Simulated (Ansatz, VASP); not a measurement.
One calculation of TePb, two programs

```
Te Pb
1.0
     3.86417    0.00000    0.00000
     0.00000    3.86417    0.00000
     0.00000    0.00000    3.86417
Te Pb
1 1
Direct
  0.50000 0.50000 0.50000
  0.00000 0.00000 0.00000
```

Alike in both runs: functional PBEsol; k mesh 9 × 9 × 9; occupations fermi-dirac, width 0.05 eV; no spin polarisation.

Ansatz relaxed the structure, and its values are those at the end. VASP's run is a single point on that final structure, the one shown.

|  | VASP | Ansatz |
| --- | --- | --- |
| version | VASP 6.6.1 | Ansatz 0.2.0 |
| potentials or method | VASP PAW PBE potentials, release 64 (Te, Pb_d) | PAW with Ansatz's default frozen-core files, scalar-relativistic |
| plane-wave cutoff (eV) | 500 | 420 |
| valence electrons in the cell | 20 | 30 |

|  | VASP | Ansatz | Ansatz less VASP |
| --- | --- | --- | --- |
| pressure (GPa) | 2.0 | 2.0 | +0.02 |

VASP's potentials were made for PBE, not for PBEsol. VASP's potentials hold 20 valence electrons a cell and Ansatz's 30, so a difference there can come from the potentials and not from the codes. Ansatz's warnings: stress scf threshold loose.

Spin-orbit coupling is off throughout.
